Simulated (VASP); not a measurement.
Si8C6N (a cell with a defect): single point with PBEsol

System: Si8C6N (a cell with a defect).

```
Si C N
1.0
    -3.07600   -5.32779    0.00000
     4.61400   -2.66389    0.00000
     0.00000    0.00000    5.04800
Si C N
8 6 1
Direct
  0.49906 0.31701 0.99623
  0.47716 0.65134 0.47973
  0.25670 0.81738 0.98717
  0.23288 0.17533 0.50799
  0.99600 0.32486 0.01374
  0.02139 0.67218 0.53511
  0.75613 0.82726 0.01788
  0.76770 0.17292 0.50984
  0.49778 0.29487 0.37243
  0.50517 0.65435 0.87116
  0.24371 0.15406 0.88321
  0.99994 0.36927 0.38394
  0.99919 0.65564 0.89552
  0.75043 0.15501 0.88225
  0.91694 0.91886 0.36469
```

```json
{
 "Program": "VASP 6.6.1",
 "Task": "single point",
 "Functional": "PBEsol",
 "Potentials or basis": "VASP PAW PBE potentials, release 64 (Si, C, N)",
 "Cutoff": "520 eV",
 "k mesh": "2 × 3 × 3",
 "Occupations": "gaussian, width 0.02 eV",
 "Spin": "no spin polarisation",
 "Dipole correction": "no",
 "Charge": "1",
 "Further INCAR settings": "LREAL = Auto; ALGO = Normal; EDIFF = 1e-07; NBANDS = 44; NELECT = 60.0"
}
```

- Largest force: 2.053 eV/Å

Forces in eV/Å, atoms in the order of the input:
```
Si   0.001 -0.114  0.059
Si   0.312  0.289  0.342
Si  -0.034 -0.089 -0.186
Si  -0.101 -0.365  0.019
Si   0.007 -0.042 -0.033
Si  -0.306 -0.565 -0.179
Si  -0.041 -0.486  0.384
Si   0.115  0.074  0.053
C    0.102 -0.156  0.050
C   -0.048 -0.253  0.324
C    0.008 -0.076  0.012
C   -0.320  0.056  0.028
C   -0.050 -0.094 -0.113
C    0.028 -0.066 -0.021
N    0.327  1.887 -0.741
```

Levels at points of the mesh, in eV from the Fermi level:
| k point | band 28 | band 29 | band 30 | band 31 | band 32 | band 33 |
| --- | --- | --- | --- | --- | --- | --- |
| (0.00, 0.00, 0.00) | -1.33 | -1.18 | -0.14 | 0.76 | 1.43 | 2.05 |
| (0.50, 0.00, 0.00) | -1.77 | -1.26 | -0.09 | 1.02 | 1.17 | 2.32 |

Run time: 41 s on 1 thread of Intel(R) Xeon(R) 6975P-C (Granite Rapids), on a shared host, peak memory 0.28 GiB.

Caveat: the k points lie up to 0.51 Å⁻¹ apart; the cell carries a net charge on a neutralising background, which shifts energy and pressure; the cell is charged against a uniform background, so pressure and absolute levels hang on convention; the PAW data sets were made with another functional, which shifts forces and pressure a little.
